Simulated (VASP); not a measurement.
A run of VASP 6.6.1:

INCAR

```
ALGO = Normal
EDIFF = 1E-6
ENCUT = 520
ISIF = 2
ISMEAR = -1
LASPH = T
LCHARG = F
LREAL = F
LWAVE = F
NBANDS = 20
NELM = 100
PREC = Accurate
SIGMA = 0.05
```

KPOINTS

```
k-points
0
Gamma
  9 9 9
```

POSCAR

```
LaBi
1.0
    0.0000000000      3.0199741883      3.0199741883
    3.0199741883      0.0000000000      3.0199741883
    3.0199741883      3.0199741883      0.0000000000
La Bi
1 1
Direct
    0.0000000000      0.0000000000      0.0000000000
    0.5000000000      0.5000000000      0.5000000000
```

Potentials or basis: VASP PAW LDA potentials, release 64 (La, Bi_d).

Command:

```sh
$ cat potpaw_LDA.64/La/POTCAR potpaw_LDA.64/Bi_d/POTCAR > POTCAR
$ mpirun -np 1 vasp_std > vasp.out
```

Hardware: 1 thread of Intel(R) Xeon(R) 6975P-C (Granite Rapids), on a shared host.

**Question.** Estimate the wall time of this run.

**Answer.** It took 13 s on 1 thread of Intel(R) Xeon(R) 6975P-C (Granite Rapids), with other jobs on the host, peak memory 0.18 GiB. Counts: scf iterations 11, k points 35.
